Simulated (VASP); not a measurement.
# HgP (P6_3/mmc) in VASP: notebook, part 2 of 2

VASP 6.6.1. Earlier steps stand in the parts before.

### Step 4. Single point, PBEsol (volume scaled by 1.020)

File INCAR:

```
PREC = Accurate
ENCUT = 520
EDIFF = 1E-6
ISMEAR = 0
SIGMA = 0.05
LREAL = F
LASPH = T
NELM = 80
ALGO = Normal
ISIF = 2
LWAVE = F
LCHARG = T
GGA = PS
LELF = T
LVHAR = T
NBANDS = 25
```

File KPOINTS:

```
regular mesh
0
Gamma
  10 10 6
```

File POSCAR:

```
HgP
1.0
    3.7065626384      0.0000000000      0.0000000000
   -1.8532813192      3.2099774056      0.0000000000
    0.0000000000      0.0000000000      6.8769877788
Hg P
2 2
Direct
    0.0000000000      0.0000000000      0.0000000000
    0.0000000000      0.0000000000      0.5000000000
    0.3333333333      0.6666666667      0.2500000000
    0.6666666667      0.3333333333      0.7500000000
```

Potentials or basis: VASP PAW PBE potentials, release 64 (Hg, P).

On the command line:

```bash
> cat potpaw_PBE.64/Hg/POTCAR potpaw_PBE.64/P/POTCAR > POTCAR
> mpirun -np 1 vasp_std > vasp.out
```

OUTCAR:

```text
PREC = Accurate
   ENCUT = 520
   EDIFF = 1E-6
   ISMEAR = 0
   LREAL = F
   LASPH = T
   NELM = 80
   ISIF = 2
   GGA = PS

 ion  position               nearest neighbor table
   1  0.000  0.000  0.000-   3 2.75   4 2.75   4 2.75   3 2.75   4 2.75   3 2.75   2 3.44   2 3.44

   2  0.000  0.000  0.500-   3 2.75   4 2.75   4 2.75   3 2.75   4 2.75   3 2.75   1 3.44   1 3.44

   3  0.333  0.667  0.250-   1 2.75   2 2.75   1 2.75   2 2.75   1 2.75   2 2.75
   4  0.667  0.333  0.750-   1 2.75   2 2.75   1 2.75   2 2.75   1 2.75   2 2.75

  LATTYP: Found a hexagonal cell.
 ALAT       =     3.7065626384
 C/A-ratio  =     1.8553545292

  Lattice vectors:

 A1 = (   3.7065626384,   0.0000000000,   0.0000000000)
 A2 = (  -1.8532813192,   3.2099774056,   0.0000000000)
 A3 = (   0.0000000000,   0.0000000000,   6.8769877788)

Analysis of symmetry for initial positions (statically):
=====================================================================
 Subroutine PRICEL returns:
 Original cell was already a primitive cell.

 Routine SETGRP: Setting up the symmetry group for a
 hexagonal supercell.

 Subroutine GETGRP returns: Found 24 space group operations
 (whereof 12 operations were pure point group operations)
 out of a pool of 24 trial point group operations.

The static configuration has the point symmetry D_3d.
 The point group associated with its full space group is D_6h.

Analysis of symmetry for dynamics (positions and initial velocities):
=====================================================================
 Subroutine PRICEL returns:
 Original cell was already a primitive cell.

 Routine SETGRP: Setting up the symmetry group for a
 hexagonal supercell.

 Subroutine GETGRP returns: Found 24 space group operations
 (whereof 12 operations were pure point group operations)
 out of a pool of 24 trial point group operations.
[... 122 lines left out ...]
   EFERMI_NEDOS =   21; number of points for ismear=-14 and -15
   IALGO  =     38    algorithm
   IMIX   =      4    mixing-type and parameters
     AMIX     =   0.40;   BMIX     =  1.00
     AMIX_MAG =   1.60;   BMIX_MAG =  1.00
  volume/ion in A,a.u.               =      20.46       138.04
  Fermi-wavevector in a.u.,A,eV,Ry     =   1.221642  2.308569 20.305459  1.492409
  Thomas-Fermi vector in A             =   2.356817
   LORBIT       =      0    0 simple, 1 ext, 2 COOP (PROOUT), +10 PAW based schemes
   GGA     = PS    functional components
   LHFCALC =     F    Hartree Fock is set to
   AEXX    =    0.0000 exact exchange contribution
   IVDW    =     0    specifies the selected vdW correction
   LEPSILON=     F    determine dielectric tensor
   LRPA    =     F    only Hartree local field effects (RPA)
 non-spin polarized calculation
 Gauss-broadening in eV      SIGMA  =   0.05
  energy-cutoff  :      520.00
  volume of cell :       81.82
 maximum number of plane-waves:      2220
 NGX is ok and might be reduce to    28
   NGX = 13   NGY = 13   NGZ = 25

 number of electron      34.0000005 magnetization

 Free energy of the ion-electron system (eV)
  ---------------------------------------------------
  ext. energy  EPLUGINS =         0.00000000
  ---------------------------------------------------
  free energy    TOTEN  =       -10.63307200 eV

  energy without entropy =      -10.63056374  energy(sigma->0) =      -10.63181787

 E-fermi :   4.2124     XC(G=0): -10.8511

 val. band max:        4.1999092776   @ k =   0.2000   0.1000   0.5000
 cond. band min:       4.2202925755   @ k =   0.2000   0.1000   0.0000
 fundamental gap:      0.0203832979
 Fermi energy:         4.2123892258

 k-point     1 :       0.0000    0.0000    0.0000
  band No.  band energies     occupation
      1      -7.9994      2.00000
      2      -6.1518      2.00000
      3      -3.6706      2.00000
      4      -3.1569      2.00000
      5      -3.1103      2.00000
      6      -3.1103      2.00000
[... 661 lines left out ...]
     24      11.2494      0.00000
     25      12.7138      0.00000

 [... further k-points ...]

------------------------ aborting loop because EDIFF is reached ----------------------------------------

  FORCE on cell =-STRESS in cart. coord.  units (eV):
  Direction    XX          YY          ZZ          XY          YZ          ZX
  --------------------------------------------------------------------------------------
  -------------------------------------------------------------------------------------
  Total       -0.5402419     -0.5402419     -0.5487500      0.0000000     -0.0000000      0.0000000
  in kB      -10.5785780    -10.5785780    -10.7451770      0.0000000     -0.0000000      0.0000000
  external PRESSURE =     -10.6341110 kB  Pullay stress =       0.0000000 kB

 VOLUME and BASIS-vectors are now :
 -----------------------------------------------------------------------------
  energy-cutoff  :      520.00
  volume of cell :       81.82
      direct lattice vectors                 reciprocal lattice vectors
     3.706562638  0.000000000  0.000000000     0.269791744  0.155764336  0.000000000
    -1.853281319  3.209977406  0.000000000     0.000000000  0.311528673  0.000000000
     0.000000000  0.000000000  6.876987779     0.000000000  0.000000000  0.145412502

 POSITION                                       TOTAL-FORCE (eV/Angst)
 -----------------------------------------------------------------------------------
      0.00000      0.00000      0.00000        -0.000000     -0.000000     -0.000000
      0.00000      0.00000      3.43849        -0.000000     -0.000000     -0.000000
     -0.00000      2.13998      1.71925         0.000000      0.000000      0.000000
      1.85328      1.06999      5.15774        -0.000000     -0.000000      0.000000
 -----------------------------------------------------------------------------------
    total drift:                               -0.000000      0.000000      0.000000

  FREE ENERGIE OF THE ION-ELECTRON SYSTEM (eV)
  ---------------------------------------------------
  free  energy   TOTEN  =       -10.6330720005 eV

  energy  without entropy=      -10.6305637355  energy(sigma->0) =      -10.63181787
```

OSZICAR:

```text
N       E                     dE             d eps       ncg     rms          rms(c)
DAV:   1     0.226813131095E+03    0.22681E+03   -0.16353E+04  2800   0.127E+03
DAV:   2    -0.182215944933E+01   -0.22864E+03   -0.21636E+03  3034   0.308E+02
DAV:   3    -0.112716052303E+02   -0.94494E+01   -0.92919E+01  3453   0.628E+01
DAV:   4    -0.113488705384E+02   -0.77265E-01   -0.77068E-01  3084   0.532E+00
DAV:   5    -0.113496061323E+02   -0.73559E-03   -0.73547E-03  3520   0.559E-01    0.107E+01
DAV:   6    -0.106446172235E+02    0.70499E+00   -0.17810E+00  3297   0.154E+01    0.899E+00
DAV:   7    -0.106429423408E+02    0.16749E-02   -0.30267E-01  3184   0.317E+00    0.448E+00
DAV:   8    -0.106339031109E+02    0.90392E-02   -0.20573E-02  3066   0.142E+00    0.275E-01
DAV:   9    -0.106330276572E+02    0.87545E-03   -0.31587E-03  3359   0.636E-01    0.665E-02
DAV:  10    -0.106330633654E+02   -0.35708E-04   -0.30773E-04  3190   0.972E-02    0.611E-02
DAV:  11    -0.106330842274E+02   -0.20862E-04   -0.10481E-04  3098   0.973E-02    0.229E-02
DAV:  12    -0.106330721877E+02    0.12040E-04   -0.26963E-05  3175   0.571E-02    0.807E-03
DAV:  13    -0.106330720005E+02    0.18718E-06   -0.40075E-06  2754   0.968E-03
   1 F= -.10633072E+02 E0= -.10631818E+02  d E =-.250826E-02
```

stdout:

```text
POSCAR found type information on POSCAR HgP
 POSCAR found :  2 types and       4 ions
 scaLAPACK will be used
 -----------------------------------------------------------------------------
|                                                                             |
|                                                                             |
|     You enforced a specific xc type in the INCAR file but a different       |
|     I HOPE YOU KNOW WHAT YOU ARE DOING!                                     |
|                                                                             |
 -----------------------------------------------------------------------------

 LDA part: xc-table for (Slater+PW92), standard interpolation
 POSCAR, INCAR and KPOINTS ok, starting setup
 FFT: planning ... GRIDC
 FFT: planning ... GRID_SOFT
 FFT: planning ... GRID
 WAVECAR not read
 entering main loop
```

It took 2.1 min on 1 thread of Oxide Virtual Turin-like, shared host; peak memory 0.22 GiB.

What came out:

```yaml
Free_energy: -10.6331 eV
Pressure: -1.1 GPa
Band_gap_on_the_k_mesh: zero (band 17 reaches 5.68 eV, above the bottom of band 18 at 2.98 eV)
```

Caveat: the PAW data sets were made with another functional, which shifts forces and pressure a little; spin-orbit coupling is left out, which moves the levels of the heavy elements.

### Step 5. Overview

```tsv
cell	gap on the mesh (eV)	pressure (GPa)
a = 3.676, b = 3.676, c = 6.855 Å, angles 90.0, 90.0, 120.0°, 4 atoms	none	0.6
a = 3.676, b = 3.676, c = 6.924 Å, angles 90.0, 90.0, 120.0°, 4 atoms	none	-0.4
a = 3.707, b = 3.707, c = 6.877 Å, angles 90.0, 90.0, 120.0°, 4 atoms	none	-1.1
```

Alike in all rows: task single point; level PBEsol; potentials or basis VASP PAW PBE potentials, release 64 (Hg, P); no spin polarisation; k mesh 10 × 10 × 6; cutoff (eV) 520; smearing gaussian 0.05 eV.

Caveats: the PAW data sets were made with another functional, which shifts forces and pressure a little; spin-orbit coupling is left out, which moves the levels of the heavy elements.

Absolute energies hang on the potentials; compare differences alone.
